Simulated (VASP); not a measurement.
# SnO2 (F-43m) in VASP: single point with PBE

Aim: the single point of SnO2 with PBE.

All numbers are computed with VASP 6.6.1; they aren't measurements. Logs are shortened: lines on timing, memory, paths and dates and some standing lists are left out, and cuts for length are marked.

### Step 1. The cell of the first run

The structure is cubic, space group F-43m (No. 216). Conventional cell: a = 7.868 Å, b = 7.868 Å, c = 7.868 Å, α = 90.00°, β = 90.00°, γ = 90.00°. Sn (site symmetry -43m) has 12 O at 3.23 Å and 6 Sn at 3.93 Å within 4.2 Å. Within 2.6 Å of Sn (site symmetry -43m) lie 4 O at 1.94 Å. O (site symmetry 3m) has 1 Sn at 1.94 Å and 3 O at 2.39 Å within 2.6 Å.

The cell was generated, and may not be a known phase.

### Step 2. Single point, PBE

INCAR

```
SYSTEM = SnO2
PREC = Accurate
ENCUT = 1340
EDIFF = 1E-6
ISMEAR = 0
SIGMA = 0.1
LREAL = .FALSE.
LASPH = .TRUE.
NELM = 120
ALGO = Normal
ISIF = 2
LWAVE = .FALSE.
LCHARG = .TRUE.
GGA = PE
LELF = .TRUE.
LVHAR = .TRUE.
NBANDS = 35
GGA_COMPAT = .FALSE.
```

KPOINTS

```
Automatic mesh
0
G
  4 4 4
  0 0 0
```

POSCAR

```
SnO2
1.0
    0.0000000000      3.9338670575      3.9338670575
    3.9338670575      0.0000000000      3.9338670575
    3.9338670575      3.9338670575      0.0000000000
Sn O
2 4
Direct
    0.7500000000      0.7500000000      0.7500000000
    0.2500000000      0.2500000000      0.2500000000
    0.3926568267      0.3926568267      0.3926568267
    0.3926568267      0.3926568267      0.8220295198
    0.3926568267      0.8220295198      0.3926568267
    0.8220295198      0.3926568267      0.3926568267
```

Potentials or basis: VASP PAW PBE potentials, release 64 (Sn_d, O_h).

Started as:

```
$ cat potpaw_PBE.64/Sn_d/POTCAR potpaw_PBE.64/O_h/POTCAR > POTCAR
$ mpirun -np 1 vasp_std > vasp.out
```

OUTCAR:

```text
SYSTEM = SnO2
   PREC = Accurate
   ENCUT = 1340
   EDIFF = 1E-6
   ISMEAR = 0
   LREAL = .FALSE.
   LASPH = .TRUE.
   NELM = 120
   ISIF = 2
   GGA = PE

 ion  position               nearest neighbor table
   1  0.750  0.750  0.750-
   2  0.250  0.250  0.250-   3 1.94   4 1.94   5 1.94   6 1.94
   3  0.393  0.393  0.393-   2 1.94
   4  0.393  0.393  0.822-   2 1.94
   5  0.393  0.822  0.393-   2 1.94
   6  0.822  0.393  0.393-   2 1.94

  LATTYP: Found a face centered cubic cell.
 ALAT       =     7.8677341150

  Lattice vectors:

 A1 = (   0.0000000000,   3.9338670575,   3.9338670575)
 A2 = (   3.9338670575,   0.0000000000,   3.9338670575)
 A3 = (   3.9338670575,   3.9338670575,   0.0000000000)

Analysis of symmetry for initial positions (statically):
=====================================================================
 Subroutine PRICEL returns:
 Original cell was already a primitive cell.

 Routine SETGRP: Setting up the symmetry group for a
 face centered cubic supercell.

 Subroutine GETGRP returns: Found 24 space group operations
 (whereof 24 operations were pure point group operations)
 out of a pool of 48 trial point group operations.

The static configuration has the point symmetry T_d .

Analysis of symmetry for dynamics (positions and initial velocities):
=====================================================================
 Subroutine PRICEL returns:
 Original cell was already a primitive cell.

 Routine SETGRP: Setting up the symmetry group for a
 face centered cubic supercell.

 Subroutine GETGRP returns: Found 24 space group operations
 (whereof 24 operations were pure point group operations)
 out of a pool of 48 trial point group operations.

The dynamic configuration has the point symmetry T_d .

 Subroutine INISYM returns: Found 24 space group operations
 (whereof 24 operations are pure point group operations),
 and found     1 'primitive' translations

----------------------------------------------------------------------------------------

                                     Primitive cell

  volume of cell :     121.7556

  direct lattice vectors                    reciprocal lattice vectors
     0.000000000  3.933867058  3.933867058    -0.127101397  0.127101397  0.127101397
     3.933867058  0.000000000  3.933867058     0.127101397 -0.127101397  0.127101397
     3.933867058  3.933867058  0.000000000     0.127101397  0.127101397 -0.127101397

  length of vectors
     5.563328145  5.563328145  5.563328145     0.220146078  0.220146078  0.220146078

  position of ions in fractional coordinates (direct lattice)
     0.750000000  0.750000000  0.750000000
     0.250000000  0.250000000  0.250000000
     0.392656827  0.392656827  0.392656827
     0.392656827  0.392656827  0.822029520
     0.392656827  0.822029520  0.392656827
     0.822029520  0.392656827  0.392656827

  ion indices of the primitive-cell ions
   primitive index   ion index
                 1           1
                 2           2
                 3           3
                 4           4
                 5           5
                 6           6

----------------------------------------------------------------------------------------

 KPOINTS: Automatic mesh

Automatic generation of k-mesh.
 Grid dimensions read from file:
 generate k-points for:    4    4    4

 Generating k-lattice:

  Cartesian coordinates                     Fractional coordinates (reciprocal lattice)
    -0.031775349  0.031775349  0.031775349     0.250000000  0.000000000  0.000000000
     0.031775349 -0.031775349  0.031775349     0.000000000  0.250000000  0.000000000
     0.031775349  0.031775349 -0.031775349     0.000000000  0.000000000  0.250000000

  Length of vectors
     0.055036519  0.055036519  0.055036519

  Shift w.r.t. Gamma in fractional coordinates (k-lattice)
     0.000000000  0.000000000  0.000000000

 Subroutine IBZKPT returns following result:
 ===========================================

 Found      8 irreducible k-points:

 Following reciprocal coordinates:
            Coordinates               Weight
  0.000000  0.000000  0.000000      1.000000
  0.250000  0.000000  0.000000      8.000000
  0.500000  0.000000  0.000000      4.000000
  0.250000  0.250000  0.000000      6.000000
  0.500000  0.250000  0.000000     24.000000
 -0.250000  0.250000  0.000000     12.000000
  0.500000  0.500000  0.000000      3.000000
 -0.250000  0.500000  0.250000      6.000000
   k-points           NKPTS =      8   k-points in BZ     NKDIM =      8   number of bands    NBANDS=     35
   number of dos      NEDOS =    301   number of ions     NIONS =      6
   total plane-waves  NPLWV = 343000
   dimension x,y,z NGX =    70 NGY =   70 NGZ =   70
   dimension x,y,z NGXF=   140 NGYF=  140 NGZF=  140
   ions per type =               2   4
   NGX,Y,Z   is equivalent  to a cutoff of  20.92, 20.92, 20.92 a.u.
   NGXF,Y,Z  is equivalent  to a cutoff of  41.84, 41.84, 41.84 a.u.
 SYSTEM =  SnO2
   PREC   = accura    normal or accurate (medium, high low for compatibility)
   ISTART =      0    job   : 0-new  1-cont  2-samecut
   ICHARG =      2    charge: 1-file 2-atom 10-const
   ISPIN  =      1    spin polarized calculation?
   LNONCOLLINEAR =      F non collinear calculations
   LSORBIT =      F    spin-orbit coupling
   LASPH  =      T    aspherical Exc in radial PAW
   ENCUT  = 1340.0 eV  98.49 Ry    9.92 a.u.  16.61 16.61 16.61*2*pi/ulx,y,z
   NELM   =    120;   NELMIN=  2; NELMDL= -5     # of ELM steps
   EDIFF  = 0.1E-05   stopping-criterion for ELM
   LREAL  =      F    real-space projection
   EDIFFG = 0.1E-04   stopping-criterion for IOM
   NSW    =      0    number of steps for IOM
   IBRION =     -1    ionic relax: 0-MD 1-quasi-New 2-CG
   NFREE  =      0    steps in history (QN), initial steepest desc. (CG)
   ISIF   =      2    stress and relaxation
   ISYM   =      2    0-nonsym 1-usesym 2-fastsym
   POTIM  = 0.5000    time-step for ionic-motion
   TEBEG  =    0.0;   TEEND  =   0.0 temperature during run
   PSTRESS=    0.0 pullay stress
   NELECT =      52.0000    total number of electrons
   NUPDOWN=      -1.0000    fix difference up-down
   EMIN   =  10.00;   EMAX   =-10.00  energy-range for DOS
   EFERMI =   0.00;   METHOD = LEGACY
   ISMEAR =     0;   SIGMA  =   0.10  broadening in eV -4-tet -1-fermi 0-gaus
   EFERMI_NEDOS =   21; number of points for ismear=-14 and -15
   IALGO  =     38    algorithm
   IMIX   =      4    mixing-type and parameters
     AMIX     =   0.40;   BMIX     =  1.00
     AMIX_MAG =   1.60;   BMIX_MAG =  1.00
  volume/ion in A,a.u.               =      20.29       136.94
  Fermi-wavevector in a.u.,A,eV,Ry     =   1.232858  2.329763 20.680012  1.519938
  Thomas-Fermi vector in A             =   2.367611
   LORBIT       =      0    0 simple, 1 ext, 2 COOP (PROOUT), +10 PAW based schemes
   GGA     = PE    functional components
   LHFCALC =     F    Hartree Fock is set to
   AEXX    =    0.0000 exact exchange contribution
   IVDW    =     0    specifies the selected vdW correction
   LEPSILON=     F    determine dielectric tensor
   LRPA    =     F    only Hartree local field effects (RPA)
 non-spin polarized calculation
 Gauss-broadening in eV      SIGMA  =   0.10
  energy-cutoff  :     1340.00
  volume of cell :      121.76
 maximum number of plane-waves:     13600
 NGX is ok and might be reduce to    70
   NGX = 33   NGY = 33   NGZ = 33

 number of electron      52.0000002 magnetization

 Free energy of the ion-electron system (eV)
  ---------------------------------------------------
  ext. energy  EPLUGINS =         0.00000000
  ---------------------------------------------------
  free energy    TOTEN  =       -26.99387096 eV

  energy without entropy =      -26.92241051  energy(sigma->0) =      -26.95814073

 E-fermi :   2.0283     XC(G=0):  -8.5524

 val. band max:        2.0023116074   @ k =   0.5000   0.0000   0.0000
 cond. band min:       2.0488822723   @ k =   0.2500   0.2500   0.0000
 fundamental gap:      0.0465706648
 Fermi energy:         2.0282922861

 k-point     1 :       0.0000    0.0000    0.0000
  band No.  band energies     occupation
      1     -19.9117      2.00000
      2     -19.9117      2.00000
      3     -19.9102      2.00000
      4     -19.9102      2.00000
      5     -19.9102      2.00000
      6     -18.2070      2.00000
[... 27 lines left out ...]
     34       9.9024      0.00000
     35       9.9024      0.00000

 k-point     2 :       0.2500    0.0000    0.0000
  band No.  band energies     occupation
      1     -19.9118      2.00000
      2     -19.9118      2.00000
      3     -19.9102      2.00000
      4     -19.9099      2.00000
      5     -19.9099      2.00000
      6     -18.2249      2.00000
[... 27 lines left out ...]
     34       9.8830      0.00000
     35      11.4584      0.00000

 k-point     3 :       0.5000    0.0000    0.0000
  band No.  band energies     occupation
      1     -19.9119      2.00000
      2     -19.9119      2.00000
      3     -19.9102      2.00000
      4     -19.9096      2.00000
      5     -19.9096      2.00000
      6     -18.2421      2.00000
[... 27 lines left out ...]
     34       9.8443      0.00000
     35      12.4205      0.00000

 k-point     4 :       0.2500    0.2500    0.0000
  band No.  band energies     occupation
      1     -19.9121      2.00000
      2     -19.9116      2.00000
      3     -19.9104      2.00000
      4     -19.9097      2.00000
      5     -19.9097      2.00000
      6     -18.2320      2.00000
[... 27 lines left out ...]
     34      10.0578      0.00000
     35      10.7497      0.00000

 k-point     5 :       0.5000    0.2500    0.0000
  band No.  band energies     occupation
      1     -19.9123      2.00000
      2     -19.9116      2.00000
      3     -19.9104      2.00000
      4     -19.9095      2.00000
      5     -19.9094      2.00000
      6     -18.2493      2.00000
[... 27 lines left out ...]
     34      10.1646      0.00000
     35      11.6422      0.00000

 k-point     6 :      -0.2500    0.2500    0.0000
  band No.  band energies     occupation
      1     -19.9120      2.00000
      2     -19.9118      2.00000
      3     -19.9102      2.00000
      4     -19.9096      2.00000
      5     -19.9096      2.00000
      6     -18.2432      2.00000
[... 27 lines left out ...]
     34       9.9712      0.00000
     35      11.8983      0.00000

 k-point     7 :       0.5000    0.5000    0.0000
  band No.  band energies     occupation
      1     -19.9126      2.00000
      2     -19.9114      2.00000
      3     -19.9108      2.00000
      4     -19.9093      2.00000
      5     -19.9093      2.00000
      6     -18.2556      2.00000
[... 27 lines left out ...]
     34      10.5618      0.00000
     35      11.6939      0.00000

 k-point     8 :      -0.2500    0.5000    0.2500
  band No.  band energies     occupation
      1     -19.9123      2.00000
      2     -19.9116      2.00000
      3     -19.9105      2.00000
      4     -19.9096      2.00000
      5     -19.9093      2.00000
      6     -18.2555      2.00000
[... 27 lines left out ...]
     34      10.5229      0.00000
     35      12.3275      0.00000

------------------------ aborting loop because EDIFF is reached ----------------------------------------

  FORCE on cell =-STRESS in cart. coord.  units (eV):
  Direction    XX          YY          ZZ          XY          YZ          ZX
  --------------------------------------------------------------------------------------
  -------------------------------------------------------------------------------------
  Total       -0.0014281     -0.0014281     -0.0014281     -0.0000000     -0.0000000      0.0000000
  in kB       -0.0187923     -0.0187923     -0.0187923     -0.0000000     -0.0000000      0.0000000
  external PRESSURE =      -0.0187923 kB  Pullay stress =       0.0000000 kB

 VOLUME and BASIS-vectors are now :
 -----------------------------------------------------------------------------
  energy-cutoff  :     1340.00
  volume of cell :      121.76
      direct lattice vectors                 reciprocal lattice vectors
     0.000000000  3.933867058  3.933867058    -0.127101397  0.127101397  0.127101397
     3.933867058  0.000000000  3.933867058     0.127101397 -0.127101397  0.127101397
     3.933867058  3.933867058  0.000000000     0.127101397  0.127101397 -0.127101397

 POSITION                                       TOTAL-FORCE (eV/Angst)
 -----------------------------------------------------------------------------------
      5.90080      5.90080      5.90080        -0.000000     -0.000000     -0.000000
      1.96693      1.96693      1.96693        -0.000000     -0.000000     -0.000000
      3.08932      3.08932      3.08932         0.019763      0.019763      0.019763
      4.77841      4.77841      3.08932        -0.019763     -0.019763      0.019763
      4.77841      3.08932      4.77841        -0.019763      0.019763     -0.019763
      3.08932      4.77841      4.77841         0.019763     -0.019763     -0.019763
 -----------------------------------------------------------------------------------
    total drift:                                0.000002      0.000002      0.000002

  FREE ENERGIE OF THE ION-ELECTRON SYSTEM (eV)
  ---------------------------------------------------
  free  energy   TOTEN  =       -26.9938709568 eV

  energy  without entropy=      -26.9224105122  energy(sigma->0) =      -26.95814073
```

Run time: 2 min. Hardware: 1 thread of Intel Xeon 6975P-C (Granite Rapids), shared host; peak memory 0.68 GiB.

Results:

| Property | Result |
| --- | --- |
| Free energy | -26.9939 eV |
| Pressure | 0.0 GPa |
| Largest force | 0.034 eV/Å |
| Band gap on the k mesh | zero (bands 26 and 27 overlap by 0.16 eV) |

Forces in eV/Å, atoms in the order of the input:
```
Sn   0.000  0.000  0.000
Sn   0.000  0.000  0.000
O    0.020  0.020  0.020
O   -0.020 -0.020  0.020
O   -0.020  0.020 -0.020
O    0.020 -0.020 -0.020
```

Caveat: semilocal functionals underestimate gaps, and a narrow one can read as zero; spin-orbit coupling is left out, which moves the levels of the heavy elements.

The gap in the log of VASP goes by the Fermi energy; the results here count the filled bands.